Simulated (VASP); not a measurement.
# BN (P6_3/mmc) in VASP: notebook

BN is run at these levels: PBE+D3(BJ); tasks: single point.

Program: VASP 6.6.1. These are calculated values, not measurements. Logs are shortened: lines on timing, memory, paths and dates and some standing lists are left out, and cuts for length are marked.

**1. The cell of the first run**

The structure is hexagonal, space group P6_3/mmc (No. 194). The conventional cell has a = 2.607 Å, b = 2.607 Å, c = 7.146 Å, α = 90.00°, β = 90.00°, γ = 120.00°. Within 2.0 Å of B (site symmetry -6m2) lie 3 N at 1.50 Å. N (site symmetry -6m2) has 3 B at 1.50 Å within 2.0 Å.

**2. Single point, PBE+D3(BJ) (strain +0.040 along x and y, +0.080 along z)**

INCAR reads:

```
SYSTEM = BN
ALGO = Normal ; EDIFF = 1E-7
ENCUT = 520 ; GGA = PE
ISIF = 2 ; ISMEAR = 0
IVDW = 12 ; LASPH = .TRUE.
LCHARG = .FALSE. ; LREAL = .FALSE.
LWAVE = .FALSE. ; NBANDS = 16
NELM = 60 ; PREC = Accurate
SIGMA = 0.05
```

KPOINTS reads:

```
k-points
0
G
  12 12 4
  0 0 0
```

POSCAR reads:

```
BN
1.0
    2.6066956301      0.0000000000      0.0000000000
   -1.3033478151      2.2574646356      0.0000000000
    0.0000000000      0.0000000000      7.1461945996
B N
2 2
Direct
    0.3333333333      0.6666666667      0.2500000000
    0.6666666667      0.3333333333      0.7500000000
    0.3333333333      0.6666666667      0.7500000000
    0.6666666667      0.3333333333      0.2500000000
```

Potentials or basis: VASP PAW PBE potentials, release 64 (B, N).

Run with:

```console
$ cat potpaw_PBE.64/B/POTCAR potpaw_PBE.64/N/POTCAR > POTCAR
$ mpirun -np 1 vasp_std > vasp.out
```

OUTCAR:

```text
SYSTEM = BN
   EDIFF = 1E-7
   ENCUT = 520
   GGA = PE
   ISIF = 2
   ISMEAR = 0
   IVDW = 12
   LASPH = .TRUE.
   LREAL = .FALSE.
   NELM = 60
   PREC = Accurate
 IVDW          = 12

 ion  position               nearest neighbor table
   1  0.333  0.667  0.250-   4 1.50   4 1.50   4 1.50
   2  0.667  0.333  0.750-   3 1.50   3 1.50   3 1.50
   3  0.333  0.667  0.750-   2 1.50   2 1.50   2 1.50
   4  0.667  0.333  0.250-   1 1.50   1 1.50   1 1.50

  LATTYP: Found a hexagonal cell.
 ALAT       =     2.6066956301
 C/A-ratio  =     2.7414764183

  Lattice vectors:

 A1 = (   2.6066956301,   0.0000000000,   0.0000000000)
 A2 = (  -1.3033478151,   2.2574646356,   0.0000000000)
 A3 = (   0.0000000000,   0.0000000000,   7.1461945996)

Analysis of symmetry for initial positions (statically):
=====================================================================
 Subroutine PRICEL returns:
 Original cell was already a primitive cell.

 Routine SETGRP: Setting up the symmetry group for a
 hexagonal supercell.

 Subroutine GETGRP returns: Found 24 space group operations
 (whereof 12 operations were pure point group operations)
 out of a pool of 24 trial point group operations.

The static configuration has the point symmetry D_3d.
 The point group associated with its full space group is D_6h.

Analysis of symmetry for dynamics (positions and initial velocities):
=====================================================================
 Subroutine PRICEL returns:
 Original cell was already a primitive cell.

 Routine SETGRP: Setting up the symmetry group for a
 hexagonal supercell.

 Subroutine GETGRP returns: Found 24 space group operations
 (whereof 12 operations were pure point group operations)
 out of a pool of 24 trial point group operations.

The dynamic configuration has the point symmetry D_3d.
 The point group associated with its full space group is D_6h.

 Subroutine INISYM returns: Found 24 space group operations
 (whereof 12 operations are pure point group operations),
 and found     1 'primitive' translations

----------------------------------------------------------------------------------------

                                     Primitive cell

  volume of cell :      42.0519

  direct lattice vectors                    reciprocal lattice vectors
     2.606695630  0.000000000  0.000000000     0.383627451  0.221487412  0.000000000
    -1.303347815  2.257464636  0.000000000     0.000000000  0.442974824  0.000000000
     0.000000000  0.000000000  7.146194600     0.000000000  0.000000000  0.139934616

  length of vectors
     2.606695630  2.606695630  7.146194600     0.442974824  0.442974824  0.139934616

  position of ions in fractional coordinates (direct lattice)
     0.333333333  0.666666667  0.250000000
     0.666666667  0.333333333  0.750000000
     0.333333333  0.666666667  0.750000000
     0.666666667  0.333333333  0.250000000

  ion indices of the primitive-cell ions
   primitive index   ion index
                 1           1
                 2           2
                 3           3
                 4           4

----------------------------------------------------------------------------------------

 KPOINTS: k-points

Automatic generation of k-mesh.
 Grid dimensions read from file:
 generate k-points for:   12   12    4

 Generating k-lattice:

  Cartesian coordinates                     Fractional coordinates (reciprocal lattice)
     0.031968954  0.018457284  0.000000000     0.083333333  0.000000000  0.000000000
     0.000000000  0.036914569  0.000000000     0.000000000  0.083333333  0.000000000
     0.000000000  0.000000000  0.034983654     0.000000000  0.000000000  0.250000000

  Length of vectors
     0.036914569  0.036914569  0.034983654

  Shift w.r.t. Gamma in fractional coordinates (k-lattice)
     0.000000000  0.000000000  0.000000000

 Subroutine IBZKPT returns following result:
 ===========================================

 Found     57 irreducible k-points:

 Following reciprocal coordinates:
            Coordinates               Weight
  0.000000  0.000000  0.000000      1.000000
  0.083333  0.000000  0.000000      6.000000
  0.166667  0.000000  0.000000      6.000000
  0.250000  0.000000  0.000000      6.000000
  0.333333  0.000000  0.000000      6.000000
  0.416667  0.000000  0.000000      6.000000
[... 16 lines left out ...]
  0.250000  0.000000  0.250000     12.000000
  0.333333  0.000000  0.250000     12.000000
 [... further k-points ...]
   k-points           NKPTS =     57   k-points in BZ     NKDIM =     57   number of bands    NBANDS=     16
   number of dos      NEDOS =    301   number of ions     NIONS =      4
   total plane-waves  NPLWV =  21600
   dimension x,y,z NGX =    20 NGY =   20 NGZ =   54
   dimension x,y,z NGXF=    40 NGYF=   40 NGZF=  108
   ions per type =               2   2
   NGX,Y,Z   is equivalent  to a cutoff of  12.76, 12.76, 12.56 a.u.
   NGXF,Y,Z  is equivalent  to a cutoff of  25.51, 25.51, 25.12 a.u.
 SYSTEM =  BN
   PREC   = accura    normal or accurate (medium, high low for compatibility)
   ISTART =      0    job   : 0-new  1-cont  2-samecut
   ICHARG =      2    charge: 1-file 2-atom 10-const
   ISPIN  =      1    spin polarized calculation?
   LNONCOLLINEAR =      F non collinear calculations
   LSORBIT =      F    spin-orbit coupling
   LASPH  =      T    aspherical Exc in radial PAW
   ENCUT  =  520.0 eV  38.22 Ry    6.18 a.u.   4.85  4.85 13.29*2*pi/ulx,y,z
   NELM   =     60;   NELMIN=  2; NELMDL= -5     # of ELM steps
   EDIFF  = 0.1E-06   stopping-criterion for ELM
   LREAL  =      F    real-space projection
   EDIFFG = 0.1E-05   stopping-criterion for IOM
   NSW    =      0    number of steps for IOM
   IBRION =     -1    ionic relax: 0-MD 1-quasi-New 2-CG
   NFREE  =      0    steps in history (QN), initial steepest desc. (CG)
   ISIF   =      2    stress and relaxation
   ISYM   =      2    0-nonsym 1-usesym 2-fastsym
   POTIM  = 0.5000    time-step for ionic-motion
   TEBEG  =    0.0;   TEEND  =   0.0 temperature during run
   PSTRESS=    0.0 pullay stress
   NELECT =      16.0000    total number of electrons
   NUPDOWN=      -1.0000    fix difference up-down
   EMIN   =  10.00;   EMAX   =-10.00  energy-range for DOS
   EFERMI =   0.00;   METHOD = LEGACY
   ISMEAR =     0;   SIGMA  =   0.05  broadening in eV -4-tet -1-fermi 0-gaus
   EFERMI_NEDOS =   21; number of points for ismear=-14 and -15
   IALGO  =     38    algorithm
   IMIX   =      4    mixing-type and parameters
     AMIX     =   0.40;   BMIX     =  1.00
     AMIX_MAG =   1.60;   BMIX_MAG =  1.00
  volume/ion in A,a.u.               =      10.51        70.95
  Fermi-wavevector in a.u.,A,eV,Ry     =   1.186277  2.241739 19.146842  1.407253
  Thomas-Fermi vector in A             =   2.322453
   LORBIT       =      0    0 simple, 1 ext, 2 COOP (PROOUT), +10 PAW based schemes
   GGA     = PE    functional components
   LHFCALC =     F    Hartree Fock is set to
   AEXX    =    0.0000 exact exchange contribution
   IVDW    =    12    specifies the selected vdW correction
   LEPSILON=     F    determine dielectric tensor
   LRPA    =     F    only Hartree local field effects (RPA)
 non-spin polarized calculation
 Gauss-broadening in eV      SIGMA  =   0.05
  energy-cutoff  :      520.00
  volume of cell :       42.05
 maximum number of plane-waves:      1170
 NGX is ok and might be reduce to    20
   NGX =  9   NGY =  9   NGZ = 27

 number of electron      15.9999998 magnetization

 Free energy of the ion-electron system (eV)
  ---------------------------------------------------
  ext. energy  EPLUGINS =         0.00000000
  ---------------------------------------------------
  free energy    TOTEN  =       -34.88468254 eV

  energy without entropy =      -34.88468254  energy(sigma->0) =      -34.88468254

 E-fermi :   1.5154     XC(G=0):  -9.3551

 val. band max:        1.2345115545   @ k =   0.3333   0.3333   0.5000
 cond. band min:       5.3984667148   @ k =   0.5000   0.0000   0.0000
 fundamental gap:      4.1639551604
 Fermi energy:         1.5154054930

 k-point     1 :       0.0000    0.0000    0.0000
  band No.  band energies     occupation
      1     -15.8112      2.00000
      2     -15.6397      2.00000
      3      -4.1305      2.00000
      4      -2.5969      2.00000
      5      -0.2199      2.00000
      6      -0.2199      2.00000
[... 8 lines left out ...]
     15      11.9013      0.00000
     16      12.8202      0.00000

 k-point     2 :       0.0833    0.0000    0.0000
  band No.  band energies     occupation
      1     -15.6879      2.00000
      2     -15.5192      2.00000
      3      -3.9623      2.00000
      4      -2.4443      2.00000
      5      -0.7523      2.00000
      6      -0.7372      2.00000
[... 8 lines left out ...]
     15      12.4088      0.00000
     16      12.4248      0.00000

 k-point     3 :       0.1667    0.0000    0.0000
  band No.  band energies     occupation
      1     -15.3258      2.00000
      2     -15.1656      2.00000
      3      -3.4645      2.00000
      4      -2.0868      2.00000
      5      -2.0686      2.00000
      6      -1.9960      2.00000
[... 8 lines left out ...]
     15      13.7775      0.00000
     16      13.8483      0.00000

 k-point     4 :       0.2500    0.0000    0.0000
  band No.  band energies     occupation
      1     -14.7525      2.00000
      2     -14.6074      2.00000
      3      -3.7564      2.00000
      4      -3.7251      2.00000
      5      -2.6626      2.00000
      6      -1.6605      2.00000
[... 8 lines left out ...]
     15      14.9692      0.00000
     16      15.7859      0.00000
[... 324 lines left out ...]
 k-point    22 :       0.1667    0.0000    0.2500
  band No.  band energies     occupation
      1     -15.3031      2.00000
      2     -15.1898      2.00000
      3      -3.2848      2.00000
      4      -2.2856      2.00000
      5      -2.0768      2.00000
      6      -2.0375      2.00000
[... 8 lines left out ...]
     15      13.7876      0.00000
     16      13.8377      0.00000

 k-point    23 :       0.2500    0.0000    0.2500
  band No.  band energies     occupation
      1     -14.7318      2.00000
      2     -14.6293      2.00000
      3      -3.7565      2.00000
      4      -3.7331      2.00000
      5      -2.4820      2.00000
      6      -1.6556      2.00000
[... 8 lines left out ...]
     15      15.7603      0.00000
     16      15.7956      0.00000

 k-point    24 :       0.3333    0.0000    0.2500
  band No.  band energies     occupation
      1     -14.0184      2.00000
      2     -13.9331      2.00000
      3      -5.3908      2.00000
      4      -5.3588      2.00000
      5      -2.2176      2.00000
      6      -2.1917      2.00000
[... 8 lines left out ...]
     15      16.4113      0.00000
     16      17.9983      0.00000

 [... further k-points ...]

------------------------ aborting loop because EDIFF is reached ----------------------------------------

 Edisp (eV)   -0.47594

 E8    (eV) :    -0.1382

  FORCE on cell =-STRESS in cart. coord.  units (eV):
  Direction    XX          YY          ZZ          XY          YZ          ZX
  --------------------------------------------------------------------------------------
  -------------------------------------------------------------------------------------
  Total      -8.59274    -8.59274    -0.33816     0.00000     0.00000     0.00000
  in kB    -327.38317  -327.38317   -12.88373     0.00000     0.00000     0.00000
  external pressure =     -222.55 kB  Pullay stress =        0.00 kB

 VOLUME and BASIS-vectors are now :
 -----------------------------------------------------------------------------
  energy-cutoff  :      520.00
  volume of cell :       42.05
      direct lattice vectors                 reciprocal lattice vectors
     2.606695630  0.000000000  0.000000000     0.383627451  0.221487412  0.000000000
    -1.303347815  2.257464636  0.000000000     0.000000000  0.442974824  0.000000000
     0.000000000  0.000000000  7.146194600     0.000000000  0.000000000  0.139934616

 POSITION                                       TOTAL-FORCE (eV/Angst)
 -----------------------------------------------------------------------------------
     -0.00000      1.50498      1.78655        -0.000000     -0.000000      0.000000
      1.30335      0.75249      5.35965         0.000000      0.000000      0.000000
     -0.00000      1.50498      5.35965         0.000000      0.000000      0.000000
      1.30335      0.75249      1.78655        -0.000000      0.000000      0.000000
 -----------------------------------------------------------------------------------
    total drift:                               -0.000000      0.000000      0.000000

  FREE ENERGIE OF THE ION-ELECTRON SYSTEM (eV)
  ---------------------------------------------------
  free  energy   TOTEN  =       -35.3606254502 eV

  energy  without entropy=      -35.3606254502  energy(sigma->0) =      -35.36062545
```

Wall time 17 s (1 thread of Intel Xeon 6975P-C (Granite Rapids), shared host); peak memory 0.18 GiB.

What came out:

* Free energy: -35.3606 eV
* Pressure: -22.3 GPa
* Band gap on the k mesh: 4.16 eV, indirect (least direct gap 4.35 eV)
* Dispersion energy per atom: -0.119 eV

Caveat: the cell differs from its parent crystal (strain +0.040 along x and y, +0.080 along z). A k mesh can miss the band edges.

**3. Single point, PBE+D3(BJ) (strain +0.080 along x and y, +0.040 along z)**

INCAR reads:

```
SYSTEM = BN
ALGO     = Normal         ! electronic algorithm
EDIFF    = 1E-7           ! SCF threshold, eV
ENCUT    = 520            ! plane-wave cutoff, eV
GGA      = PE             ! functional
ISIF     = 2              ! what is computed and relaxed
ISMEAR   = 0              ! smearing method
IVDW     = 12             ! dispersion correction
LASPH    = .True.         ! aspherical terms in the spheres
LCHARG   = .True.         ! write CHGCAR
LELF     = .True.         ! ELF
LREAL    = .False.        ! projectors in reciprocal space
LVHAR    = .True.       
LWAVE    = .False.        ! write WAVECAR
NBANDS   = 16             ! bands
NELM     = 60             ! most SCF steps
PREC     = Accurate       ! precision mode
SIGMA    = 0.05           ! smearing width, eV
```

KPOINTS reads:

```
k-points
0
Gamma
  12 12 4
  0 0 0
```

POSCAR reads:

```
BN
1.0
    2.7069531544      0.0000000000      0.0000000000
   -1.3534765772      2.3442901985      0.0000000000
    0.0000000000      0.0000000000      6.8815207256
B N
2 2
Direct
    0.3333333333      0.6666666667      0.2500000000
    0.6666666667      0.3333333333      0.7500000000
    0.3333333333      0.6666666667      0.7500000000
    0.6666666667      0.3333333333      0.2500000000
```

Potentials or basis: VASP PAW PBE potentials, release 64 (B, N).

Run with:

```console
$ cat potpaw_PBE.64/B/POTCAR potpaw_PBE.64/N/POTCAR > POTCAR
$ mpirun -np 1 vasp_std > vasp.out
```

It took 16 s on 1 thread of Intel Xeon 6975P-C (Granite Rapids), shared host; peak memory 0.18 GiB.

It converged, with:

| Item | Value |
| --- | --- |
| Free energy | -34.4577 eV |
| Pressure | -37.9 GPa |
| Band gap on the k mesh | 3.88 eV, indirect (least direct gap 4.05 eV) |
| Dispersion energy per atom | -0.116 eV |

Stress tensor (GPa, compression positive):
```
-56.50   0.00   0.00
  0.00 -56.50   0.00
  0.00   0.00  -0.77
```

Levels at points of the mesh, in eV from the valence-band top:
```
           k point  band 4  band 5  band 6  band 7  band 8  band 9  band 10  band 11  band 12  band 13
(0.00, 0.00, 0.00)   -3.13   -1.56   -1.56   -1.52   -1.52    4.72     8.31     8.93     9.69     9.69
(0.50, 0.00, 0.00)   -7.97   -3.81   -3.74   -1.20   -0.30    3.88     4.95     7.39     7.58    11.61
(0.00, 0.00, 0.50)   -4.20   -1.54   -1.54   -1.54   -1.54    6.48     6.48     9.68     9.68     9.75
(0.50, 0.00, 0.50)   -8.01   -3.78   -3.78   -0.73   -0.73    4.23     4.23     7.58     7.58    12.20
```

Caveat: the cell differs from its parent crystal (strain +0.080 along x and y, +0.040 along z). A k mesh can miss the band edges.

**4. Single point, PBE+D3(BJ) (strain +0.080 along x and y, +0.080 along z)**

INCAR reads:

```
  ALGO = Normal
  EDIFF = 1E-6
  ENCUT = 520
  GGA = PE
  ISIF = 2
  ISMEAR = 0
  IVDW = 12
  LASPH = T
  LCHARG = F
  LREAL = F
  LWAVE = F
  NBANDS = 16
  NELM = 60
  PREC = Accurate
  SIGMA = 0.05
```

KPOINTS reads:

```
k-points
0
Gamma
  12 12 4
```

Edit POSCAR of step 3 so:

```diff
@@ -4,3 +4,3 @@
    -1.3534765772      2.3442901985      0.0000000000
-    0.0000000000      0.0000000000      6.8815207256
+    0.0000000000      0.0000000000      7.1461945996
 B N
```

Run with:

```console
$ cat potpaw_PBE.64/B/POTCAR potpaw_PBE.64/N/POTCAR > POTCAR
$ mpirun -np 1 vasp_std > vasp.out
```

It took 14 s on 1 thread of Intel Xeon 6975P-C (Granite Rapids), shared host; peak memory 0.18 GiB.

The run converged. Its results:

| Property | Result |
| --- | --- |
| Free energy | -34.4487 eV |
| Pressure | -36.7 GPa |
| Band gap on the k mesh | 3.94 eV, indirect (least direct gap 4.05 eV) |
| Dispersion energy per atom | -0.110 eV |

Stress tensor (GPa, compression positive):
```
-54.42   0.00   0.00
  0.00 -54.42   0.00
  0.00   0.00  -1.13
```

Levels at points of the mesh, in eV from the valence-band top:
```tsv
k point	band 6	band 7	band 8	band 9	band 10	band 11
(0.00, 0.00, 0.00)	-1.54	-1.51	-1.51	4.62	8.23	8.70
(0.50, 0.00, 0.00)	-3.74	-1.09	-0.35	3.94	4.84	7.39
(0.00, 0.00, 0.50)	-1.53	-1.53	-1.53	6.26	6.26	9.62
(0.50, 0.00, 0.50)	-3.76	-0.71	-0.71	4.26	4.26	7.58
```

Caveat: the cell differs from its parent crystal (strain +0.080 along x and y, +0.080 along z). A k mesh can miss the band edges.

(Continued in part 2 of 2.)
